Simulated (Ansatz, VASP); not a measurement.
SnTe: VASP beside Ansatz

INCAR

```
PREC = Accurate
ENCUT = 520
EDIFF = 1E-6
ISMEAR = 0
SIGMA = 0.03
LREAL = F
LASPH = T
NELM = 60
ALGO = Normal
ISIF = 2
LWAVE = F
LCHARG = F
GGA = PE
NBANDS = 17
```

Contents of KPOINTS:

```
regular mesh
0
Gamma
  10 10 10
```

The input POSCAR:

```
SnTe
1.0
    0.0000000000      3.1565000000      3.1565000000
    3.1565000000      0.0000000000      3.1565000000
    3.1565000000      3.1565000000      0.0000000000
Sn Te
1 1
Direct
    0.0000000000     -0.0316806590      0.0000000000
    0.5000000000      0.5000000000      0.5000000000
```

Input for Ansatz:

```yaml
crystal:
  lattice:
    - [0.0, 3.1565, 3.1565]
    - [3.1565, 0.0, 3.1565]
    - [3.1565, 3.1565, 0.0]
  atoms:
    - { symbol: Sn, position: [0.0, -0.031680659, 0.0] }
    - { symbol: Te, position: [0.5, 0.5, 0.5] }
basis:
  ecutwfc: 420
kpoints:
  mp_grid: { grid: [10, 10, 10] }
hamiltonian:
  xc: pbe
scf:
  occupations: { method: gaussian, width: 0.03 }
output:
  forces: true
  stress: true
  eigenvalues: true
```

Alike in both runs: task single point; functional PBE; k mesh 10 × 10 × 10; occupations gaussian, width 0.03 eV; no spin polarisation.

|  | VASP | Ansatz |
| --- | --- | --- |
| version | VASP 6.6.1 | Ansatz 0.2.0 |
| potentials or method | VASP PAW PBE potentials, release 64 (Sn_d, Te), cutoff 520 eV | scalar-relativistic, plane waves, PAW |
| valence electrons in the cell | 20 | 30 |

Ansatz gave:

* gap on the k mesh at the Fermi level (eV): 0.04
* least direct gap on the mesh (eV): 0.04
* pressure (GPa): 2.3
* traceless stress, the component that is largest in VASP (GPa): -0.19
* rms of the force components (eV/Å): 0.045

Problem. Estimate VASP's values.

Solution. gap on the k mesh at the Fermi level (eV): 0.04; least direct gap on the mesh (eV): 0.04; pressure (GPa): 2.2; traceless stress, the component that is largest in VASP (GPa): -0.20; rms of the force components (eV/Å): 0.047.

Atom by atom the forces differ by 0.003 eV/Å (rms over components). VASP's potentials hold 20 valence electrons a cell and Ansatz's 30, so a difference there can come from the potentials and not from the codes.

Spin-orbit coupling is off throughout.
